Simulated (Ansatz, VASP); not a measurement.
## Two plane-wave programs on Ca

File INCAR:

```
PREC = Accurate
ENCUT = 520
EDIFF = 1E-6
ISMEAR = -1
SIGMA = 0.1
LREAL = F
LASPH = T
NELM = 80
ALGO = Normal
ISIF = 2
LWAVE = F
LCHARG = F
GGA = RE
NBANDS = 11
```

Contents of KPOINTS:

```
Automatic mesh
0
Gamma
  11 11 11
```

The input POSCAR:

```
Ca
1.0
   -2.2525551750      2.2525551750      2.2525551750
    2.2525551750     -2.2525551750      2.2525551750
    2.2525551750      2.2525551750     -2.2525551750
Ca
1
Direct
    0.0000000000      0.0000000000      0.0000000000
```

Input for Ansatz:

```yaml
crystal:
  lattice:
    - [-2.252555175, 2.252555175, 2.252555175]
    - [2.252555175, -2.252555175, 2.252555175]
    - [2.252555175, 2.252555175, -2.252555175]
  atoms:
    - { symbol: Ca, position: [0.0, 0.0, 0.0] }
hamiltonian:
  xc: revpbe
  pseudopotentials:
    kind: paw
    azcp:
      Ca: "pseudopotentials/Ca.paw.azcp"
basis:
  ecutwfc: 420
  fft_grid_basis: typed
kpoints:
  mp_grid: { grid: [11, 11, 11], shift: [0, 0, 0] }
magnetization:
  spin_polarized: false
scf:
  occupations: { method: fermi_dirac, width: 0.1 }
  lower_state_search: "off"
output:
  stress: true
```

Alike in both runs: task single point; functional revPBE; k mesh 11 × 11 × 11; occupations fermi-dirac, width 0.1 eV; no spin polarisation.

|  | VASP | Ansatz |
| --- | --- | --- |
| version | VASP 6.6.1 | Ansatz 0.2.0 |
| potentials or method | VASP PAW PBE potentials, release 64 (Ca_sv), cutoff 520 eV | plane waves (420 eV) with PAW, scalar-relativistic |
| valence electrons in the cell | 10 | 10 |

```tsv
	VASP	Ansatz	Ansatz less VASP
pressure (GPa)	-0.6	-0.6	-0.01
```

VASP's potentials were made for PBE, not for revPBE.
